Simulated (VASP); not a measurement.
# Cs2Be4Cu (I4/mmm) in VASP: single point with r2SCAN

Aim: the single point of Cs2Be4Cu with r2SCAN.

Program: VASP 6.6.1. These are calculated values, not measurements. Logs are shortened: lines on timing, memory, paths and dates and some standing lists are left out, and cuts for length are marked.

**1. The cell of the first run**

It takes space group I4/mmm (No. 139, tetragonal). Conventional cell: a = 4.172 Å, b = 4.172 Å, c = 17.742 Å, α = 90.00°, β = 90.00°, γ = 90.00°. Within 2.6 Å of Be (site symmetry 4mm) lie 1 Cu at 1.93 Å. Within 3.0 Å of Be (site symmetry mmm) lie 2 Cu at 2.09 Å and 8 Be at 2.84 to 2.95 Å. Cs (site symmetry 4mm) has 9 Be at 3.19 to 3.79 Å and 8 Cs at 3.92 to 4.17 Å and 4 Cu at 4.31 Å within 4.4 Å. Within 2.6 Å of Cu (site symmetry 4/mmm) lie 6 Be at 1.93 to 2.09 Å.

**2. Single point, r2SCAN**

Contents of POSCAR:

```
Cs2Be4Cu
1.0
    0.0000000000      4.1724850515      0.0000000000
    4.1724850515      0.0000000000      0.0000000000
    2.0862425258      2.0862425258     -8.8712396791
Be Cs Cu
4 2 1
Direct
    0.1087441552      0.1087441552      0.7825116897
    0.8912558448      0.8912558448      0.2174883103
    0.5000000000      0.0000000000      0.0000000000
    0.0000000000      0.5000000000      0.0000000000
    0.3225332238      0.3225332238      0.3549335525
    0.6774667762      0.6774667762      0.6450664475
    0.0000000000      0.0000000000      0.0000000000
```

Contents of INCAR.step1:

```
SYSTEM = Cs2Be4Cu
  ALGO = Normal
  EDIFF = 1E-4
  ENCUT = 520
  GGA = PE
  ISMEAR = -1
  LASPH = .True.
  LCHARG = .False.
  LREAL = .False.
  LWAVE = .True.
  NBANDS = 28
  NELM = 100
  PREC = Accurate
  SIGMA = 0.1
```

Contents of INCAR.step2:

```
SYSTEM = Cs2Be4Cu
  ALGO = Normal
  EDIFF = 1E-6
  ENCUT = 520
  ISIF = 2
  ISMEAR = -1
  ISTART = 1
  LASPH = .True.
  LCHARG = .True.
  LELF = .True.
  LMIXTAU = .True.
  LREAL = .False.
  LVHAR = .True.
  LWAVE = .False.
  METAGGA = R2SCAN
  NBANDS = 28
  NELM = 100
  PREC = Accurate
  SIGMA = 0.1
```

Contents of KPOINTS:

```
k-points
0
Gamma
  6 6 6
  0 0 0
```

Potentials or basis: VASP PAW PBE potentials, release 64 (Be, Cs_sv, Cu).

Run with:

```console
cat potpaw_PBE.64/Be/POTCAR potpaw_PBE.64/Cs_sv/POTCAR potpaw_PBE.64/Cu/POTCAR > POTCAR
cp INCAR.step1 INCAR
mpirun -np 1 vasp_std > vasp.out
cp INCAR.step2 INCAR
mpirun -np 1 vasp_std > vasp.out
```

OUTCAR:

```text
SYSTEM = Cs2Be4Cu
   EDIFF = 1E-6
   ENCUT = 520
   ISIF = 2
   ISMEAR = -1
   ISTART = 1
   LASPH = .True.
   LREAL = .False.
   METAGGA = R2SCAN
   NELM = 100
   PREC = Accurate

 ion  position               nearest neighbor table
   1  0.109  0.109  0.783-   7 1.93
   2  0.891  0.891  0.217-   7 1.93
   3  0.500  0.000  0.000-   7 2.09   7 2.09
   4  0.000  0.500  0.000-   7 2.09   7 2.09
   5  0.323  0.323  0.355-
   6  0.677  0.677  0.645-
   7  0.000  0.000  0.000-   1 1.93   2 1.93   3 2.09   4 2.09   4 2.09   3 2.09

  LATTYP: Found a body centered tetragonal cell.
 ALAT       =     4.1724850515
 C/A-ratio  =     4.2522571415

  Lattice vectors:

 A1 = (  -2.0862425258,   2.0862425257,   8.8712396791)
 A2 = (   2.0862425257,  -2.0862425258,   8.8712396791)
 A3 = (   2.0862425258,   2.0862425258,  -8.8712396791)

Analysis of symmetry for initial positions (statically):
=====================================================================
 Subroutine PRICEL returns:
 Original cell was already a primitive cell.

 Routine SETGRP: Setting up the symmetry group for a
 body centered tetragonal supercell.

 Subroutine GETGRP returns: Found 16 space group operations
 (whereof 16 operations were pure point group operations)
 out of a pool of 16 trial point group operations.

The static configuration has the point symmetry D_4h.

Analysis of symmetry for dynamics (positions and initial velocities):
=====================================================================
 Subroutine PRICEL returns:
 Original cell was already a primitive cell.

 Routine SETGRP: Setting up the symmetry group for a
 body centered tetragonal supercell.

 Subroutine GETGRP returns: Found 16 space group operations
 (whereof 16 operations were pure point group operations)
 out of a pool of 16 trial point group operations.

The dynamic configuration has the point symmetry D_4h.

 Subroutine INISYM returns: Found 16 space group operations
 (whereof 16 operations are pure point group operations),
 and found     1 'primitive' translations

----------------------------------------------------------------------------------------

                                     Primitive cell

  volume of cell :     154.4450

  direct lattice vectors                    reciprocal lattice vectors
[... 93 lines left out ...]
   LSORBIT =      F    spin-orbit coupling
   LASPH  =      T    aspherical Exc in radial PAW
   ENCUT  =  520.0 eV  38.22 Ry    6.18 a.u.   7.76  7.76 17.38*2*pi/ulx,y,z
   NELM   =    100;   NELMIN=  2; NELMDL=  0     # of ELM steps
   EDIFF  = 0.1E-05   stopping-criterion for ELM
   LREAL  =      F    real-space projection
   EDIFFG = 0.1E-04   stopping-criterion for IOM
   NSW    =      0    number of steps for IOM
   IBRION =     -1    ionic relax: 0-MD 1-quasi-New 2-CG
   NFREE  =      0    steps in history (QN), initial steepest desc. (CG)
   ISIF   =      2    stress and relaxation
   ISYM   =      2    0-nonsym 1-usesym 2-fastsym
   POTIM  = 0.5000    time-step for ionic-motion
   TEBEG  =    0.0;   TEEND  =   0.0 temperature during run
   PSTRESS=    0.0 pullay stress
   NELECT =      37.0000    total number of electrons
   NUPDOWN=      -1.0000    fix difference up-down
   EMIN   =  10.00;   EMAX   =-10.00  energy-range for DOS
   EFERMI =   0.00;   METHOD = LEGACY
   ISMEAR =    -1;   SIGMA  =   0.10  broadening in eV -4-tet -1-fermi 0-gaus
   EFERMI_NEDOS =   21; number of points for ismear=-14 and -15
   IALGO  =     38    algorithm
   IMIX   =      4    mixing-type and parameters
     AMIX     =   0.40;   BMIX     =  1.00
     AMIX_MAG =   1.60;   BMIX_MAG =  1.00
  volume/ion in A,a.u.               =      22.06       148.89
  Fermi-wavevector in a.u.,A,eV,Ry     =   1.016758  1.921393 14.065650  1.033796
  Thomas-Fermi vector in A             =   2.150120
   LORBIT       =      0    0 simple, 1 ext, 2 COOP (PROOUT), +10 PAW based schemes
   METAGGA = R2SCAN    functional components
   LHFCALC =     F    Hartree Fock is set to
   AEXX    =    0.0000 exact exchange contribution
   IVDW    =     0    specifies the selected vdW correction
   LEPSILON=     F    determine dielectric tensor
   LRPA    =     F    only Hartree local field effects (RPA)
 non-spin polarized calculation
  energy-cutoff  :      520.00
  volume of cell :      154.45
 maximum number of plane-waves:      4180
   NGX = 15   NGY = 15   NGZ = 35

 number of electron      36.9999984 magnetization

 Free energy of the ion-electron system (eV)
  ---------------------------------------------------
  ext. energy  EPLUGINS =         0.00000000
  ---------------------------------------------------
  free energy    TOTEN  =       -71.85405893 eV

  energy without entropy =      -71.75036311  energy(sigma->0) =      -71.80221102

 E-fermi :   3.4721     XC(G=0):  -9.3417

 val. band max:        3.4306236799   @ k =   0.5000   0.5000  -0.0000
 cond. band min:       3.4800202251   @ k =   0.3333   0.3333  -0.0000
 fundamental gap:      0.0493965452
 Fermi energy:         3.4721261645

 k-point     1 :       0.0000    0.0000    0.0000
  band No.  band energies     occupation
      1     -20.2506      2.00000
      2     -19.9813      2.00000
      3      -7.2218      2.00000
      4      -6.5956      2.00000
      5      -6.5956      2.00000
      6      -6.3800      2.00000
[... 733 lines left out ...]
     27       7.6969      0.00000
     28       8.2366      0.00000

 [... further k-points ...]
[... 5 lines left out ...]
  --------------------------------------------------------------------------------------
  -------------------------------------------------------------------------------------
  Total        4.9422757      4.9422757      4.9772230      0.0000000     -0.0000000     -0.0000000
  in kB       51.2700406     51.2700406     51.6325758      0.0000000     -0.0000000     -0.0000000
  external PRESSURE =      51.3908857 kB  Pullay stress =       0.0000000 kB

 VOLUME and BASIS-vectors are now :
 -----------------------------------------------------------------------------
  energy-cutoff  :      520.00
  volume of cell :      154.45
      direct lattice vectors                 reciprocal lattice vectors
     0.000000000  4.172485051  0.000000000     0.000000000  0.239665328  0.056361909
     4.172485051  0.000000000  0.000000000     0.239665328  0.000000000  0.056361909
     2.086242526  2.086242526 -8.871239679     0.000000000  0.000000000 -0.112723817

 POSITION                                       TOTAL-FORCE (eV/Angst)
 -----------------------------------------------------------------------------------
      2.08624      2.08624     -6.94185        -0.000000     -0.000000      0.001232
      4.17249      4.17249     -1.92939         0.000000      0.000000     -0.001232
      0.00000      2.08624      0.00000        -0.000000      0.000000      0.000000
      2.08624      0.00000      0.00000        -0.000000      0.000000      0.000000
      2.08624      2.08624     -3.14870        -0.000000     -0.000000      0.000675
      4.17249      4.17249     -5.72254         0.000000      0.000000     -0.000675
      0.00000      0.00000      0.00000         0.000000     -0.000000      0.000000
 -----------------------------------------------------------------------------------
    total drift:                                0.000000     -0.000000      0.000000

  FREE ENERGIE OF THE ION-ELECTRON SYSTEM (eV)
  ---------------------------------------------------
  free  energy   TOTEN  =       -71.8540589286 eV

  energy  without entropy=      -71.7503631120  energy(sigma->0) =      -71.80221102
```

OSZICAR.step1:

```text
N       E                     dE             d eps       ncg     rms          rms(c)
DAV:   1     0.261903181531E+03    0.26190E+03   -0.14496E+04  1680   0.119E+03
DAV:   2     0.175942572665E+02   -0.24431E+03   -0.22845E+03  1740   0.259E+02
DAV:   3    -0.162767324294E+02   -0.33871E+02   -0.33077E+02  2304   0.110E+02
DAV:   4    -0.178510995913E+02   -0.15744E+01   -0.15668E+01  2240   0.243E+01
DAV:   5    -0.179004408734E+02   -0.49341E-01   -0.49297E-01  2276   0.468E+00    0.194E+01
DAV:   6    -0.220539609935E+02   -0.41535E+01   -0.13365E+02  2196   0.185E+02    0.151E+01
DAV:   7    -0.143670250039E+02    0.76869E+01   -0.27629E+01  2240   0.496E+01    0.385E+00
DAV:   8    -0.144075631870E+02   -0.40538E-01   -0.83184E+00  2756   0.357E+01    0.629E+00
DAV:   9    -0.139312324928E+02    0.47633E+00   -0.32398E+00  2380   0.291E+01    0.119E+00
DAV:  10    -0.139164320522E+02    0.14800E-01   -0.22321E-01  2504   0.575E+00    0.181E-01
DAV:  11    -0.139171485003E+02   -0.71645E-03   -0.11298E-02  2384   0.105E+00    0.108E-01
DAV:  12    -0.139171373679E+02    0.11132E-04   -0.11795E-03  2024   0.415E-01    0.233E-02
DAV:  13    -0.139171440148E+02   -0.66469E-05   -0.69177E-05  1436   0.878E-02
   1 F= -.13917144E+02 E0= -.13859294E+02  d E =-.115700E+00
```

Run time: 6.3 min. Hardware: 1 thread of AMD EPYC 7R13 (Zen 3), shared host; peak memory 0.33 GiB.

What came out:

| Property | Result |
| --- | --- |
| Free energy | -71.8541 eV |
| Pressure | 5.1 GPa |
| Band gap on the k mesh | zero (an odd number of electrons rules out a gap without spin polarisation) |

Caveat: the cell stands under pressure; the PAW data sets were made with another functional, which shifts forces and pressure a little; spin-orbit coupling is left out, which moves the levels of the heavy elements.
